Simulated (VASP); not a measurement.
# AlN (P6_3mc) in VASP: notebook

The runs below take AlN through single point, with LDA.

Everything below comes from runs of VASP 6.6.1. Logs are shortened: lines on timing, memory, paths and dates and some standing lists are left out, and cuts for length are marked.

### 1 The cell of the first run

It takes space group P6_3mc (No. 186, hexagonal). Conventional cell: a = 3.113 Å, b = 3.113 Å, c = 4.981 Å, α = 90.00°, β = 90.00°, γ = 120.00°. Al (site symmetry 3m) has 4 N at 1.89 to 1.90 Å within 2.5 Å. N (site symmetry 3m) has 4 Al at 1.89 to 1.90 Å within 2.5 Å.

### 2 Single point, LDA

INCAR

```
SYSTEM = AlN
PREC = Accurate ; ENCUT = 520
EDIFF = 1E-6 ; ISMEAR = 0
SIGMA = 0.01 ; LREAL = .False.
LASPH = .True. ; NELM = 60
ALGO = Normal ; ISIF = 2
LWAVE = .False. ; LCHARG = .False.
NBANDS = 16
```

KPOINTS

```
regular mesh
0
Gamma
  9 9 6
  0 0 0
```

POSCAR

```
AlN
1.0
    3.1130000000      0.0000000000      0.0000000000
   -1.5565000000      2.6959370820      0.0000000000
    0.0000000000      0.0000000000      4.9810000000
Al N
2 2
Direct
    0.3333333333      0.6666666667     -0.0009330458
    0.6666666667      0.3333333333      0.4990669542
    0.3333333333      0.6666666667      0.3809330458
    0.6666666667      0.3333333333      0.8809330458
```

Potentials or basis: VASP PAW LDA potentials, release 64 (Al, N).

Command:

```sh
> cat potpaw_LDA.64/Al/POTCAR potpaw_LDA.64/N/POTCAR > POTCAR
> mpirun -np 1 vasp_std > vasp.out
```

OUTCAR:

```text
SYSTEM = AlN
   PREC = Accurate
   ENCUT = 520
   EDIFF = 1E-6
   ISMEAR = 0
   LREAL = .False.
   LASPH = .True.
   NELM = 60
   ISIF = 2

 ion  position               nearest neighbor table
   1  0.333  0.667  0.999-   4 1.89   4 1.89   4 1.89   3 1.90   2 3.07   2 3.07   2 3.07   2 3.07
                             2 3.07   2 3.07
   2  0.667  0.333  0.499-   3 1.89   3 1.89   3 1.89   4 1.90   1 3.07   1 3.07   1 3.07   1 3.07
                             1 3.07   1 3.07
   3  0.333  0.667  0.381-   2 1.89   2 1.89   2 1.89   1 1.90
   4  0.667  0.333  0.881-   1 1.89   1 1.89   1 1.89   2 1.90

  LATTYP: Found a hexagonal cell.
 ALAT       =     3.1130000000
 C/A-ratio  =     1.6000642467

  Lattice vectors:

 A1 = (   3.1130000000,   0.0000000000,   0.0000000000)
 A2 = (  -1.5565000000,   2.6959370820,   0.0000000000)
 A3 = (   0.0000000000,   0.0000000000,   4.9810000000)

Analysis of symmetry for initial positions (statically):
=====================================================================
 Subroutine PRICEL returns:
 Original cell was already a primitive cell.

 Routine SETGRP: Setting up the symmetry group for a
 hexagonal supercell.

 Subroutine GETGRP returns: Found 12 space group operations
 (whereof  6 operations were pure point group operations)
 out of a pool of 24 trial point group operations.

The static configuration has the point symmetry C_3v.
 The point group associated with its full space group is C_6v.

Analysis of symmetry for dynamics (positions and initial velocities):
=====================================================================
 Subroutine PRICEL returns:
 Original cell was already a primitive cell.

 Routine SETGRP: Setting up the symmetry group for a
 hexagonal supercell.

 Subroutine GETGRP returns: Found 12 space group operations
 (whereof  6 operations were pure point group operations)
 out of a pool of 24 trial point group operations.

The dynamic configuration has the point symmetry C_3v.
 The point group associated with its full space group is C_6v.

 Subroutine INISYM returns: Found 12 space group operations
 (whereof  6 operations are pure point group operations),
 and found     1 'primitive' translations

----------------------------------------------------------------------------------------

                                     Primitive cell

  volume of cell :      41.8028

  direct lattice vectors                    reciprocal lattice vectors
     3.113000000  0.000000000  0.000000000     0.321233537  0.185464269  0.000000000
    -1.556500000  2.695937082  0.000000000     0.000000000  0.370928538  0.000000000
     0.000000000  0.000000000  4.981000000     0.000000000  0.000000000  0.200762899

  length of vectors
     3.113000000  3.113000000  4.981000000     0.370928538  0.370928538  0.200762899

  position of ions in fractional coordinates (direct lattice)
     0.333333333  0.666666667  0.999066954
     0.666666667  0.333333333  0.499066954
     0.333333333  0.666666667  0.380933046
     0.666666667  0.333333333  0.880933046

  ion indices of the primitive-cell ions
   primitive index   ion index
                 1           1
                 2           2
                 3           3
                 4           4

----------------------------------------------------------------------------------------

 KPOINTS: regular mesh

Automatic generation of k-mesh.
 Grid dimensions read from file:
 generate k-points for:    9    9    6

 Generating k-lattice:

  Cartesian coordinates                     Fractional coordinates (reciprocal lattice)
     0.035692615  0.020607141  0.000000000     0.111111111  0.000000000  0.000000000
     0.000000000  0.041214282  0.000000000     0.000000000  0.111111111  0.000000000
     0.000000000  0.000000000  0.033460483     0.000000000  0.000000000  0.166666667

  Length of vectors
     0.041214282  0.041214282  0.033460483

  Shift w.r.t. Gamma in fractional coordinates (k-lattice)
     0.000000000  0.000000000  0.000000000

 Subroutine IBZKPT returns following result:
 ===========================================

 Found     48 irreducible k-points:

 Following reciprocal coordinates:
            Coordinates               Weight
  0.000000  0.000000  0.000000      1.000000
  0.111111  0.000000  0.000000      6.000000
  0.222222 -0.000000  0.000000      6.000000
  0.333333  0.000000  0.000000      6.000000
  0.444444 -0.000000  0.000000      6.000000
  0.111111  0.111111  0.000000      6.000000
[... 16 lines left out ...]
  0.333333  0.222222  0.166667     24.000000
  0.333333  0.333333  0.166667      4.000000
 [... further k-points ...]
   k-points           NKPTS =     48   k-points in BZ     NKDIM =     48   number of bands    NBANDS=     16
   number of dos      NEDOS =    301   number of ions     NIONS =      4
   total plane-waves  NPLWV =  23040
   dimension x,y,z NGX =    24 NGY =   24 NGZ =   40
   dimension x,y,z NGXF=    48 NGYF=   48 NGZF=   80
   ions per type =               2   2
   NGX,Y,Z   is equivalent  to a cutoff of  12.82, 12.82, 13.35 a.u.
   NGXF,Y,Z  is equivalent  to a cutoff of  25.63, 25.63, 26.70 a.u.
 SYSTEM =  AlN
   PREC   = accura    normal or accurate (medium, high low for compatibility)
   ISTART =      0    job   : 0-new  1-cont  2-samecut
   ICHARG =      2    charge: 1-file 2-atom 10-const
   ISPIN  =      1    spin polarized calculation?
   LNONCOLLINEAR =      F non collinear calculations
   LSORBIT =      F    spin-orbit coupling
   LASPH  =      T    aspherical Exc in radial PAW
   ENCUT  =  520.0 eV  38.22 Ry    6.18 a.u.   5.79  5.79  9.26*2*pi/ulx,y,z
   NELM   =     60;   NELMIN=  2; NELMDL= -5     # of ELM steps
   EDIFF  = 0.1E-05   stopping-criterion for ELM
   LREAL  =      F    real-space projection
   EDIFFG = 0.1E-04   stopping-criterion for IOM
   NSW    =      0    number of steps for IOM
   IBRION =     -1    ionic relax: 0-MD 1-quasi-New 2-CG
   NFREE  =      0    steps in history (QN), initial steepest desc. (CG)
   ISIF   =      2    stress and relaxation
   ISYM   =      2    0-nonsym 1-usesym 2-fastsym
   POTIM  = 0.5000    time-step for ionic-motion
   TEBEG  =    0.0;   TEEND  =   0.0 temperature during run
   PSTRESS=    0.0 pullay stress
   NELECT =      16.0000    total number of electrons
   NUPDOWN=      -1.0000    fix difference up-down
   EMIN   =  10.00;   EMAX   =-10.00  energy-range for DOS
   EFERMI =   0.00;   METHOD = LEGACY
   ISMEAR =     0;   SIGMA  =   0.01  broadening in eV -4-tet -1-fermi 0-gaus
   EFERMI_NEDOS =   21; number of points for ismear=-14 and -15
   IALGO  =     38    algorithm
   IMIX   =      4    mixing-type and parameters
     AMIX     =   0.40;   BMIX     =  1.00
     AMIX_MAG =   1.60;   BMIX_MAG =  1.00
  volume/ion in A,a.u.               =      10.45        70.52
  Fermi-wavevector in a.u.,A,eV,Ry     =   1.188629  2.246183 19.222843  1.412839
  Thomas-Fermi vector in A             =   2.324754
   LORBIT       =      0    0 simple, 1 ext, 2 COOP (PROOUT), +10 PAW based schemes
   GGA     = CA    functional components
   LHFCALC =     F    Hartree Fock is set to
   AEXX    =    0.0000 exact exchange contribution
   IVDW    =     0    specifies the selected vdW correction
   LEPSILON=     F    determine dielectric tensor
   LRPA    =     F    only Hartree local field effects (RPA)
 non-spin polarized calculation
 Gauss-broadening in eV      SIGMA  =   0.01
  energy-cutoff  :      520.00
  volume of cell :       41.80
 maximum number of plane-waves:      1152
 NGX is ok and might be reduce to    24
   NGX = 11   NGY = 11   NGZ = 19

 number of electron      16.0000000 magnetization

 Free energy of the ion-electron system (eV)
  ---------------------------------------------------
  ext. energy  EPLUGINS =         0.00000000
  ---------------------------------------------------
  free energy    TOTEN  =       -32.83082605 eV

  energy without entropy =      -32.83082605  energy(sigma->0) =      -32.83082605

 E-fermi :   5.9534     XC(G=0): -11.2418

 val. band max:        5.8875552727   @ k =   0.0000   0.0000   0.0000
 cond. band min:      10.1051449071   @ k =   0.0000   0.0000   0.0000
 fundamental gap:      4.2175896344
 Fermi energy:         5.9534241456

 k-point     1 :       0.0000    0.0000    0.0000
  band No.  band energies     occupation
      1      -9.1424      2.00000
      2      -6.9214      2.00000
      3      -0.1594      2.00000
      4       5.0093      2.00000
      5       5.0093      2.00000
      6       5.6662      2.00000
[... 8 lines left out ...]
     15      18.7897      0.00000
     16      18.7897      0.00000

 k-point     2 :       0.1111    0.0000    0.0000
  band No.  band energies     occupation
      1      -8.9826      2.00000
      2      -6.8307      2.00000
      3       0.0278      2.00000
      4       4.2992      2.00000
      5       4.8092      2.00000
      6       4.9942      2.00000
[... 8 lines left out ...]
     15      18.6670      0.00000
     16      18.8214      0.00000

 k-point     3 :       0.2222   -0.0000    0.0000
  band No.  band energies     occupation
      1      -8.5279      2.00000
      2      -6.6027      2.00000
      3       0.5718      2.00000
      4       2.7902      2.00000
      5       3.7372      2.00000
      6       4.3989      2.00000
[... 8 lines left out ...]
     15      17.8386      0.00000
     16      18.6168      0.00000

 k-point     4 :       0.3333    0.0000    0.0000
  band No.  band energies     occupation
      1      -7.8687      2.00000
      2      -6.3818      2.00000
      3       1.3381      2.00000
      4       1.4181      2.00000
      5       2.5468      2.00000
      6       4.0180      2.00000
[... 8 lines left out ...]
     15      17.7791      0.00000
     16      20.0432      0.00000

 k-point     5 :       0.4444   -0.0000    0.0000
  band No.  band energies     occupation
      1      -7.2376      2.00000
      2      -6.3636      2.00000
      3       0.5010      2.00000
      4       1.7885      2.00000
      5       2.3101      2.00000
      6       3.7991      2.00000
[... 8 lines left out ...]
     15      18.4056      0.00000
     16      20.8043      0.00000

 k-point     6 :       0.1111    0.1111    0.0000
  band No.  band energies     occupation
      1      -8.6749      2.00000
      2      -6.6706      2.00000
      3       0.3939      2.00000
      4       3.4601      2.00000
      5       3.7008      2.00000
      6       4.7459      2.00000
[... 8 lines left out ...]
     15      18.1141      0.00000
     16      18.8686      0.00000
[... 267 lines left out ...]
 k-point    21 :       0.4444    0.1111    0.1667
  band No.  band energies     occupation
      1      -6.9869      2.00000
      2      -6.4196      2.00000
      3       0.3717      2.00000
      4       1.4084      2.00000
      5       2.8224      2.00000
      6       3.5483      2.00000
[... 8 lines left out ...]
     15      18.4061      0.00000
     16      20.6521      0.00000

 k-point    22 :       0.2222    0.2222    0.1667
  band No.  band energies     occupation
      1      -7.4475      2.00000
      2      -6.3968      2.00000
      3       1.2449      2.00000
      4       1.5055      2.00000
      5       2.7661      2.00000
      6       3.1949      2.00000
[... 8 lines left out ...]
     15      17.9262      0.00000
     16      20.6187      0.00000

 k-point    23 :       0.3333    0.2222    0.1667
  band No.  band energies     occupation
      1      -6.9055      2.00000
      2      -6.3878      2.00000
      3       0.8391      2.00000
      4       1.5273      2.00000
      5       2.3418      2.00000
      6       3.3701      2.00000
[... 8 lines left out ...]
     15      18.4691      0.00000
     16      20.4728      0.00000

 k-point    24 :       0.3333    0.3333    0.1667
  band No.  band energies     occupation
      1      -6.5481      2.00000
      2      -6.5481      2.00000
      3       1.1271      2.00000
      4       1.6701      2.00000
      5       1.6701      2.00000
      6       3.1622      2.00000
[... 8 lines left out ...]
     15      18.7644      0.00000
     16      20.7294      0.00000

 [... further k-points ...]

------------------------ aborting loop because EDIFF is reached ----------------------------------------

  FORCE on cell =-STRESS in cart. coord.  units (eV):
  Direction    XX          YY          ZZ          XY          YZ          ZX
  --------------------------------------------------------------------------------------
  -------------------------------------------------------------------------------------
  Total       -1.1256752     -1.1256752     -1.0022975      0.0000000      0.0000000      0.0000000
  in kB      -43.1437881    -43.1437881    -38.4150865      0.0000000      0.0000000      0.0000000
  external PRESSURE =     -41.5675543 kB  Pullay stress =       0.0000000 kB

 VOLUME and BASIS-vectors are now :
 -----------------------------------------------------------------------------
  energy-cutoff  :      520.00
  volume of cell :       41.80
      direct lattice vectors                 reciprocal lattice vectors
     3.113000000  0.000000000  0.000000000     0.321233537  0.185464269  0.000000000
    -1.556500000  2.695937082  0.000000000     0.000000000  0.370928538  0.000000000
     0.000000000  0.000000000  4.981000000     0.000000000  0.000000000  0.200762899

 POSITION                                       TOTAL-FORCE (eV/Angst)
 -----------------------------------------------------------------------------------
     -0.00000      1.79729      4.97635        -0.000000     -0.000000     -0.000354
      1.55650      0.89865      2.48585        -0.000000      0.000000     -0.000354
     -0.00000      1.79729      1.89743         0.000000     -0.000000      0.000354
      1.55650      0.89865      4.38793        -0.000000     -0.000000      0.000354
 -----------------------------------------------------------------------------------
    total drift:                               -0.000000      0.000000      0.000520

  FREE ENERGIE OF THE ION-ELECTRON SYSTEM (eV)
  ---------------------------------------------------
  free  energy   TOTEN  =       -32.8308260528 eV

  energy  without entropy=      -32.8308260528  energy(sigma->0) =      -32.83082605
```

Wall time 8.1 s (1 thread of Intel Xeon 6975P-C (Granite Rapids), shared host); peak memory 0.15 GiB.

What came out:

```
Free energy            : -32.8308 eV
Pressure               : -4.2 GPa
Band gap on the k mesh : 4.22 eV
```

Levels at points of the mesh, in eV from the valence-band top:
```tsv
k point	band 4	band 5	band 6	band 7	band 8	band 9	band 10	band 11	band 12	band 13
(0.00, 0.00, 0.00)	-0.88	-0.88	-0.22	-0.22	0.00	4.22	6.53	10.47	10.93	10.93
(0.00, 0.00, 0.50)	-3.33	-0.56	-0.56	-0.56	-0.56	6.40	6.40	10.13	10.13	11.25
```

Caveat: the cell stands under tension.

### 3 Single point, LDA

This run uses another cell than the first one, of 10.41 Å³/atom.

INCAR

```
SYSTEM = AlN
PREC     = Accurate       ! precision mode
ENCUT    = 520            ! plane-wave cutoff, eV
EDIFF    = 1E-6           ! SCF threshold, eV
ISMEAR   = 0              ! smearing method
SIGMA    = 0.01           ! smearing width, eV
LREAL    = .False.        ! projectors in reciprocal space
LASPH    = .True.         ! aspherical terms in the spheres
NELM     = 100            ! most SCF steps
ALGO     = Normal         ! electronic algorithm
ISIF     = 2              ! what is computed and relaxed
LWAVE    = .False.        ! write WAVECAR
LCHARG   = .False.        ! write CHGCAR
GGA      = CA             ! functional
NBANDS   = 16             ! bands
```

KPOINTS is that of step 2.

POSCAR

```
AlN
1.0
    3.1067740000      0.0000000000      0.0000000000
   -1.5533870000      2.6905452078      0.0000000000
    0.0000000000      0.0000000000      4.9810000000
Al N
2 2
Direct
    0.3333333333      0.6666666667     -0.0007657506
    0.6666666667      0.3333333333      0.4992342494
    0.3333333333      0.6666666667      0.3807657506
    0.6666666667      0.3333333333      0.8807657506
```

Potentials or basis: VASP PAW LDA potentials, release 64 (Al, N).

Command:

```sh
> cat potpaw_LDA.64/Al/POTCAR potpaw_LDA.64/N/POTCAR > POTCAR
> mpirun -np 1 vasp_std > vasp.out
```

Wall time 8.3 s (1 thread of Intel Xeon 6975P-C (Granite Rapids), shared host); peak memory 0.15 GiB.

Results (log left out):

```yaml
Free_energy: -32.8347 eV
Pressure: -3.3 GPa
Band_gap_on_the_k_mesh: 4.26 eV
```

Stress tensor (GPa, compression positive):
```
-3.29  0.00  0.00
 0.00 -3.29  0.00
 0.00  0.00 -3.45
```

Levels at points of the mesh, in eV from the valence-band top:
```
           k point  band 5  band 6  band 7  band 8  band 9  band 10  band 11  band 12
(0.00, 0.00, 0.00)   -0.86   -0.21   -0.21    0.00    4.26     6.59    10.50    10.99
(0.00, 0.00, 0.50)   -0.54   -0.54   -0.54   -0.54    6.46     6.46    10.17    10.17
```

Caveat: the cell stands under tension.

(Part 1 of 2 ends here.)
